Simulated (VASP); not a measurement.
# In3Se (P4/mmm) in VASP: a series of runs

Runs on In3Se. Level: PBEsol+D3(BJ). Tasks: single point.

Everything below comes from runs of VASP 6.6.1. Logs are shortened: lines on timing, memory, paths and dates and some standing lists are left out, and cuts for length are marked.

### Step 1. The cell of the first run

It takes space group P4/mmm (No. 123, tetragonal). Conventional cell: a = 4.618 Å, b = 4.618 Å, c = 4.527 Å, α = 90.00°, β = 90.00°, γ = 90.00°. In (site symmetry mmm) has 8 In at 3.23 to 3.27 Å and 4 Se at 3.23 Å within 4.3 Å. Within 4.3 Å of In (site symmetry 4/mmm) lie 8 In at 3.23 Å and 4 Se at 3.27 Å. Within 4.3 Å of Se (site symmetry 4/mmm) lie 12 In at 3.23 to 3.27 Å.

### Step 2. Single point, PBEsol+D3(BJ)

The input, INCAR:

```
SYSTEM = In3Se
  ALGO = Normal
  EDIFF = 1E-6
  ENCUT = 500
  GGA = PS
  GGA_COMPAT = .FALSE.
  ISIF = 2
  ISMEAR = 0
  IVDW = 12
  LASPH = .TRUE.
  LCHARG = .FALSE.
  LREAL = .FALSE.
  LWAVE = .FALSE.
  NBANDS = 30
  NELM = 120
  PREC = Accurate
  SIGMA = 0.15
```

The input, KPOINTS:

```
k-points
0
G
  10 10 10
  0 0 0
```

The input, POSCAR:

```
In3Se
1.0
    4.6183350013      0.0000000000      0.0000000000
    0.0000000000      4.6183350013      0.0000000000
    0.0000000000      0.0000000000      4.5268919683
In Se
3 1
Direct
    0.0000000000      0.5000000000      0.5000000000
    0.5000000000      0.0000000000      0.5000000000
    0.5000000000      0.5000000000      0.0000000000
    0.0000000000      0.0000000000      0.0000000000
```

Potentials or basis: VASP PAW PBE potentials, release 64 (In_d, Se).

Run with:

```
$ cat potpaw_PBE.64/In_d/POTCAR potpaw_PBE.64/Se/POTCAR > POTCAR
$ mpirun -np 1 vasp_std > vasp.out
```

OUTCAR:

```text
SYSTEM = In3Se
   EDIFF = 1E-6
   ENCUT = 500
   GGA = PS
   ISIF = 2
   ISMEAR = 0
   IVDW = 12
   LASPH = .TRUE.
   LREAL = .FALSE.
   NELM = 120
   PREC = Accurate
 IVDW          = 12

 ion  position               nearest neighbor table
   1  0.000  0.500  0.500-   3 3.23   4 3.23   3 3.23   4 3.23   4 3.23   4 3.23   3 3.23   3 3.23
                             2 3.27   2 3.27   2 3.27   2 3.27
   2  0.500  0.000  0.500-   3 3.23   4 3.23   3 3.23   4 3.23   3 3.23   3 3.23   4 3.23   4 3.23
                             1 3.27   1 3.27   1 3.27   1 3.27
   3  0.500  0.500  0.000-   1 3.23   2 3.23   1 3.23   2 3.23   2 3.23   2 3.23   1 3.23   1 3.23
                             4 3.27   4 3.27   4 3.27   4 3.27
   4  0.000  0.000  0.000-   1 3.23   2 3.23   1 3.23   2 3.23   1 3.23   1 3.23   2 3.23   2 3.23
                             3 3.27   3 3.27   3 3.27   3 3.27

  LATTYP: Found a simple tetragonal cell.
 ALAT       =     4.6183350013
 C/A-ratio  =     0.9802000000

  Lattice vectors:

 A1 = (   4.6183350013,   0.0000000000,   0.0000000000)
 A2 = (   0.0000000000,   4.6183350013,   0.0000000000)
 A3 = (   0.0000000000,   0.0000000000,   4.5268919683)

Analysis of symmetry for initial positions (statically):
=====================================================================
 Subroutine PRICEL returns:
 Original cell was already a primitive cell.

 Routine SETGRP: Setting up the symmetry group for a
 simple tetragonal supercell.

 Subroutine GETGRP returns: Found 16 space group operations
 (whereof 16 operations were pure point group operations)
 out of a pool of 16 trial point group operations.

The static configuration has the point symmetry D_4h.

Analysis of symmetry for dynamics (positions and initial velocities):
=====================================================================
 Subroutine PRICEL returns:
 Original cell was already a primitive cell.

 Routine SETGRP: Setting up the symmetry group for a
 simple tetragonal supercell.

 Subroutine GETGRP returns: Found 16 space group operations
 (whereof 16 operations were pure point group operations)
 out of a pool of 16 trial point group operations.

The dynamic configuration has the point symmetry D_4h.

 Subroutine INISYM returns: Found 16 space group operations
 (whereof 16 operations are pure point group operations),
 and found     1 'primitive' translations

----------------------------------------------------------------------------------------

                                     Primitive cell

  volume of cell :      96.5542

  direct lattice vectors                    reciprocal lattice vectors
     4.618335001  0.000000000  0.000000000     0.216528251  0.000000000  0.000000000
     0.000000000  4.618335001  0.000000000     0.000000000  0.216528251  0.000000000
     0.000000000  0.000000000  4.526891968     0.000000000  0.000000000  0.220902113

  length of vectors
     4.618335001  4.618335001  4.526891968     0.216528251  0.216528251  0.220902113

  position of ions in fractional coordinates (direct lattice)
     0.000000000  0.500000000  0.500000000
     0.500000000  0.000000000  0.500000000
     0.500000000  0.500000000  0.000000000
     0.000000000  0.000000000  0.000000000

  ion indices of the primitive-cell ions
   primitive index   ion index
                 1           1
                 2           2
                 3           3
                 4           4

----------------------------------------------------------------------------------------

 KPOINTS: k-points

Automatic generation of k-mesh.
 Grid dimensions read from file:
 generate k-points for:   10   10   10

 Generating k-lattice:

  Cartesian coordinates                     Fractional coordinates (reciprocal lattice)
     0.021652825  0.000000000  0.000000000     0.100000000  0.000000000  0.000000000
     0.000000000  0.021652825  0.000000000     0.000000000  0.100000000  0.000000000
     0.000000000  0.000000000  0.022090211     0.000000000  0.000000000  0.100000000

  Length of vectors
     0.021652825  0.021652825  0.022090211

  Shift w.r.t. Gamma in fractional coordinates (k-lattice)
     0.000000000  0.000000000  0.000000000

 Subroutine IBZKPT returns following result:
 ===========================================

 Found    126 irreducible k-points:

 Following reciprocal coordinates:
            Coordinates               Weight
  0.000000  0.000000  0.000000      1.000000
  0.100000  0.000000  0.000000      4.000000
  0.200000  0.000000  0.000000      4.000000
  0.300000  0.000000  0.000000      4.000000
  0.400000  0.000000  0.000000      4.000000
  0.500000  0.000000  0.000000      2.000000
[... 16 lines left out ...]
  0.100000  0.000000  0.100000      8.000000
  0.200000  0.000000  0.100000      8.000000
 [... further k-points ...]
   k-points           NKPTS =    126   k-points in BZ     NKDIM =    126   number of bands    NBANDS=     30
   number of dos      NEDOS =    301   number of ions     NIONS =      4
   total plane-waves  NPLWV =  46656
   dimension x,y,z NGX =    36 NGY =   36 NGZ =   36
   dimension x,y,z NGXF=    72 NGYF=   72 NGZF=   72
   ions per type =               3   1
   NGX,Y,Z   is equivalent  to a cutoff of  12.96, 12.96, 13.22 a.u.
   NGXF,Y,Z  is equivalent  to a cutoff of  25.92, 25.92, 26.44 a.u.
 SYSTEM =  In3Se
   PREC   = accura    normal or accurate (medium, high low for compatibility)
   ISTART =      0    job   : 0-new  1-cont  2-samecut
   ICHARG =      2    charge: 1-file 2-atom 10-const
   ISPIN  =      1    spin polarized calculation?
   LNONCOLLINEAR =      F non collinear calculations
   LSORBIT =      F    spin-orbit coupling
   LASPH  =      T    aspherical Exc in radial PAW
   ENCUT  =  500.0 eV  36.75 Ry    6.06 a.u.   8.42  8.42  8.25*2*pi/ulx,y,z
   NELM   =    120;   NELMIN=  2; NELMDL= -5     # of ELM steps
   EDIFF  = 0.1E-05   stopping-criterion for ELM
   LREAL  =      F    real-space projection
   EDIFFG = 0.1E-04   stopping-criterion for IOM
   NSW    =      0    number of steps for IOM
   IBRION =     -1    ionic relax: 0-MD 1-quasi-New 2-CG
   NFREE  =      0    steps in history (QN), initial steepest desc. (CG)
   ISIF   =      2    stress and relaxation
   ISYM   =      2    0-nonsym 1-usesym 2-fastsym
   POTIM  = 0.5000    time-step for ionic-motion
   TEBEG  =    0.0;   TEEND  =   0.0 temperature during run
   PSTRESS=    0.0 pullay stress
   NELECT =      45.0000    total number of electrons
   NUPDOWN=      -1.0000    fix difference up-down
   EMIN   =  10.00;   EMAX   =-10.00  energy-range for DOS
   EFERMI =   0.00;   METHOD = LEGACY
   ISMEAR =     0;   SIGMA  =   0.15  broadening in eV -4-tet -1-fermi 0-gaus
   EFERMI_NEDOS =   21; number of points for ismear=-14 and -15
   IALGO  =     38    algorithm
   IMIX   =      4    mixing-type and parameters
     AMIX     =   0.40;   BMIX     =  1.00
     AMIX_MAG =   1.60;   BMIX_MAG =  1.00
  volume/ion in A,a.u.               =      24.14       162.89
  Fermi-wavevector in a.u.,A,eV,Ry     =   1.269274  2.398580 21.919750  1.611056
  Thomas-Fermi vector in A             =   2.402324
   LORBIT       =      0    0 simple, 1 ext, 2 COOP (PROOUT), +10 PAW based schemes
   GGA     = PS    functional components
   LHFCALC =     F    Hartree Fock is set to
   AEXX    =    0.0000 exact exchange contribution
   IVDW    =    12    specifies the selected vdW correction
   LEPSILON=     F    determine dielectric tensor
   LRPA    =     F    only Hartree local field effects (RPA)
 non-spin polarized calculation
 Gauss-broadening in eV      SIGMA  =   0.15
  energy-cutoff  :      500.00
  volume of cell :       96.55
 maximum number of plane-waves:      2482
 NGX is ok and might be reduce to    36
   NGX = 17   NGY = 17   NGZ = 17

 number of electron      44.9999984 magnetization

 Free energy of the ion-electron system (eV)
  ---------------------------------------------------
  ext. energy  EPLUGINS =         0.00000000
  ---------------------------------------------------
  free energy    TOTEN  =       -13.21121712 eV

  energy without entropy =      -13.19261889  energy(sigma->0) =      -13.20191801

 E-fermi :   7.2646     XC(G=0): -10.5496

 val. band max:        7.2595879550   @ k =   0.4000   0.1000   0.3000
 cond. band min:       7.2740565775   @ k =   0.1000   0.0000   0.4000
 fundamental gap:      0.0144686225
 Fermi energy:         7.2646125976

 k-point     1 :       0.0000    0.0000    0.0000
  band No.  band energies     occupation
      1      -7.5999      2.00000
      2      -7.5493      2.00000
      3      -7.5493      2.00000
      4      -7.5295      2.00000
      5      -7.3867      2.00000
      6      -7.3685      2.00000
[... 22 lines left out ...]
     29      12.9461      0.00000
     30      14.2682      0.00000

 k-point     2 :       0.1000    0.0000    0.0000
  band No.  band energies     occupation
      1      -7.5859      2.00000
      2      -7.5469      2.00000
      3      -7.5363      2.00000
      4      -7.5175      2.00000
      5      -7.3834      2.00000
      6      -7.3611      2.00000
[... 22 lines left out ...]
     29      13.2471      0.00000
     30      14.5278      0.00000

 k-point     3 :       0.2000    0.0000    0.0000
  band No.  band energies     occupation
      1      -7.5461      2.00000
      2      -7.5405      2.00000
      3      -7.4984      2.00000
      4      -7.4824      2.00000
      5      -7.3767      2.00000
      6      -7.3376      2.00000
[... 22 lines left out ...]
     29      13.9152      0.00000
     30      14.6464      0.00000

 k-point     4 :       0.3000    0.0000    0.0000
  band No.  band energies     occupation
      1      -7.5323      2.00000
      2      -7.4876      2.00000
      3      -7.4389      2.00000
      4      -7.4274      2.00000
      5      -7.3686      2.00000
      6      -7.3012      2.00000
[... 616 lines left out ...]
     29      13.2394      0.00000
     30      14.3116      0.00000

 k-point    23 :       0.1000    0.0000    0.1000
  band No.  band energies     occupation
      1      -7.5725      2.00000
      2      -7.5352      2.00000
      3      -7.5240      2.00000
      4      -7.5134      2.00000
      5      -7.3741      2.00000
      6      -7.3586      2.00000
[... 22 lines left out ...]
     29      13.4870      0.00000
     30      14.7317      0.00000

 k-point    24 :       0.2000    0.0000    0.1000
  band No.  band energies     occupation
      1      -7.5369      2.00000
      2      -7.5294      2.00000
      3      -7.4876      2.00000
      4      -7.4779      2.00000
      5      -7.3679      2.00000
      6      -7.3335      2.00000
[... 22 lines left out ...]
     29      14.0579      0.00000
     30      14.6680      0.00000

 [... further k-points ...]

------------------------ aborting loop because EDIFF is reached ----------------------------------------

 Edisp (eV)   -1.48012

 E8    (eV) :    -1.0420

  FORCE on cell =-STRESS in cart. coord.  units (eV):
  Direction    XX          YY          ZZ          XY          YZ          ZX
  --------------------------------------------------------------------------------------
  -------------------------------------------------------------------------------------
  Total       0.00047     0.00047    -0.00926     0.00000     0.00000     0.00000
  in kB       0.00774     0.00774    -0.15358     0.00000     0.00000     0.00000
  external pressure =       -0.05 kB  Pullay stress =        0.00 kB

 VOLUME and BASIS-vectors are now :
 -----------------------------------------------------------------------------
  energy-cutoff  :      500.00
  volume of cell :       96.55
      direct lattice vectors                 reciprocal lattice vectors
     4.618335001  0.000000000  0.000000000     0.216528251  0.000000000  0.000000000
     0.000000000  4.618335001  0.000000000     0.000000000  0.216528251  0.000000000
     0.000000000  0.000000000  4.526891968     0.000000000  0.000000000  0.220902113

 POSITION                                       TOTAL-FORCE (eV/Angst)
 -----------------------------------------------------------------------------------
      0.00000      2.30917      2.26345         0.000000      0.000000      0.000000
      2.30917      0.00000      2.26345         0.000000      0.000000      0.000000
      2.30917      2.30917      0.00000         0.000000      0.000000      0.000000
      0.00000      0.00000      0.00000         0.000000      0.000000      0.000000
 -----------------------------------------------------------------------------------
    total drift:                                0.000000      0.000000      0.000000

  FREE ENERGIE OF THE ION-ELECTRON SYSTEM (eV)
  ---------------------------------------------------
  free  energy   TOTEN  =       -14.6913365258 eV

  energy  without entropy=      -14.6727382876  energy(sigma->0) =      -14.68203741
```

Run time: 3.6 min. Hardware: 1 thread of AMD EPYC 7R13 (Zen 3), shared host; peak memory 0.39 GiB.

Results:

```yaml
Free_energy: -14.6913 eV
Pressure: 0.0 GPa
Band_gap_on_the_k_mesh: zero (an odd number of electrons rules out a gap without spin polarisation)
Dispersion_energy_per_atom: -0.370 eV
```

Caveat: the PAW data sets were made with another functional, which shifts forces and pressure a little; spin-orbit coupling is left out, which moves the levels of the heavy elements.

### Step 3. Single point, PBEsol+D3(BJ) (23.66 Å³/atom)

This run uses another cell than the first one, of 23.66 Å³/atom.

The input, INCAR:

```
SYSTEM = In3Se
PREC = Accurate
ENCUT = 520
EDIFF = 1E-6
ISMEAR = 0
SIGMA = 0.15
LREAL = .FALSE.
LASPH = .TRUE.
NELM = 80
ALGO = Normal
ISIF = 2
LWAVE = .FALSE.
LCHARG = .TRUE.
GGA = PS
IVDW = 12
LELF = .TRUE.
LVHAR = .TRUE.
NBANDS = 30
```

The input, KPOINTS:

```
Automatic mesh
0
G
  10 10 10
  0 0 0
```

The input, POSCAR:

```
In3Se
1.0
    4.5873534318      0.0000000000      0.0000000000
    0.0000000000      4.5873534318      0.0000000000
    0.0000000000      0.0000000000      4.4965238338
In Se
3 1
Direct
    0.0000000000      0.5000000000      0.5000000000
    0.5000000000      0.0000000000      0.5000000000
    0.5000000000      0.5000000000      0.0000000000
    0.0000000000      0.0000000000      0.0000000000
```

Potentials or basis: VASP PAW PBE potentials, release 64 (In_d, Se).

Run with:

```
$ cat potpaw_PBE.64/In_d/POTCAR potpaw_PBE.64/Se/POTCAR > POTCAR
$ mpirun -np 1 vasp_std > vasp.out
```

OUTCAR:

```text
SYSTEM = In3Se
   PREC = Accurate
   ENCUT = 520
   EDIFF = 1E-6
   ISMEAR = 0
   LREAL = .FALSE.
   LASPH = .TRUE.
   NELM = 80
   ISIF = 2
   GGA = PS
   IVDW = 12
 IVDW          = 12

 ion  position               nearest neighbor table
   1  0.000  0.500  0.500-   3 3.21   4 3.21   3 3.21   4 3.21   4 3.21   4 3.21   3 3.21   3 3.21
                             2 3.24   2 3.24   2 3.24   2 3.24
   2  0.500  0.000  0.500-   3 3.21   4 3.21   3 3.21   4 3.21   3 3.21   3 3.21   4 3.21   4 3.21
                             1 3.24   1 3.24   1 3.24   1 3.24
   3  0.500  0.500  0.000-   1 3.21   2 3.21   1 3.21   2 3.21   2 3.21   2 3.21   1 3.21   1 3.21
                             4 3.24   4 3.24   4 3.24   4 3.24
   4  0.000  0.000  0.000-   1 3.21   2 3.21   1 3.21   2 3.21   1 3.21   1 3.21   2 3.21   2 3.21
                             3 3.24   3 3.24   3 3.24   3 3.24

  LATTYP: Found a simple tetragonal cell.
 ALAT       =     4.5873534318
 C/A-ratio  =     0.9802000000

  Lattice vectors:

 A1 = (   4.5873534318,   0.0000000000,   0.0000000000)
 A2 = (   0.0000000000,   4.5873534318,   0.0000000000)
 A3 = (   0.0000000000,   0.0000000000,   4.4965238338)

Analysis of symmetry for initial positions (statically):
=====================================================================
 Subroutine PRICEL returns:
[... 181 lines left out ...]
 Fermi energy:         7.5059506891

 k-point     1 :       0.0000    0.0000    0.0000
  band No.  band energies     occupation
      1      -7.4051      2.00000
      2      -7.3426      2.00000
      3      -7.3426      2.00000
      4      -7.3220      2.00000
      5      -7.1730      2.00000
      6      -7.1542      2.00000
[... 781 lines left out ...]
     29      14.3813      0.00000
     30      15.0327      0.00000

 [... further k-points ...]

------------------------ aborting loop because EDIFF is reached ----------------------------------------

 Edisp (eV)   -1.51139

 E8    (eV) :    -1.0641

  FORCE on cell =-STRESS in cart. coord.  units (eV):
  Direction    XX          YY          ZZ          XY          YZ          ZX
  --------------------------------------------------------------------------------------
  -------------------------------------------------------------------------------------
  Total       0.62200     0.62200     0.62047     0.00000     0.00000     0.00000
  in kB      10.53176    10.53176    10.50589     0.00000     0.00000     0.00000
  external pressure =       10.52 kB  Pullay stress =        0.00 kB

 VOLUME and BASIS-vectors are now :
 -----------------------------------------------------------------------------
  energy-cutoff  :      520.00
  volume of cell :       94.62
      direct lattice vectors                 reciprocal lattice vectors
     4.587353432  0.000000000  0.000000000     0.217990616  0.000000000  0.000000000
     0.000000000  4.587353432  0.000000000     0.000000000  0.217990616  0.000000000
     0.000000000  0.000000000  4.496523834     0.000000000  0.000000000  0.222394017

 POSITION                                       TOTAL-FORCE (eV/Angst)
 -----------------------------------------------------------------------------------
      0.00000      2.29368      2.24826         0.000000      0.000000      0.000000
      2.29368      0.00000      2.24826         0.000000      0.000000      0.000000
      2.29368      2.29368      0.00000         0.000000      0.000000      0.000000
      0.00000      0.00000      0.00000         0.000000      0.000000      0.000000
 -----------------------------------------------------------------------------------
    total drift:                                0.000000      0.000000      0.000000

  FREE ENERGIE OF THE ION-ELECTRON SYSTEM (eV)
  ---------------------------------------------------
  free  energy   TOTEN  =       -14.6845028359 eV

  energy  without entropy=      -14.6659959252  energy(sigma->0) =      -14.67524938
```

It took 2.1 min on 1 thread of AMD EPYC 9R45 (Zen 5), shared host; peak memory 0.4 GiB.

Results:

```
Free energy                : -14.6845 eV
Pressure                   : 1.1 GPa
Band gap on the k mesh     : zero (an odd number of electrons rules out a gap without spin polarisation)
Dispersion energy per atom : -0.378 eV
```

Levels at points of the mesh, in eV from the Fermi level:
| k point | band 19 | band 20 | band 21 | band 22 | band 23 | band 24 | band 25 | band 26 |
| --- | --- | --- | --- | --- | --- | --- | --- | --- |
| (0.00, 0.00, 0.00) | -3.98 | -3.83 | -2.08 | -1.82 | 1.23 | 1.23 | 1.31 | 4.57 |
| (0.50, 0.00, 0.00) | -2.97 | -2.85 | -1.26 | -0.93 | -0.42 | -0.19 | 1.21 | 4.32 |
| (0.50, 0.50, 0.00) | -6.33 | -2.24 | -0.95 | -0.32 | -0.32 | 1.84 | 1.84 | 2.01 |
| (0.00, 0.00, 0.50) | -2.90 | -2.90 | -1.20 | -1.17 | -0.33 | -0.33 | 1.08 | 4.16 |
| (0.50, 0.00, 0.50) | -6.24 | -2.30 | -1.13 | -0.53 | -0.47 | 1.68 | 1.70 | 1.70 |
| (0.50, 0.50, 0.50) | -5.01 | -4.44 | -4.44 | -4.44 | -3.80 | 3.47 | 3.47 | 3.75 |

Caveat: the PAW data sets were made with another functional, which shifts forces and pressure a little; spin-orbit coupling is left out, which moves the levels of the heavy elements.

(Part 1 of 2 ends here.)
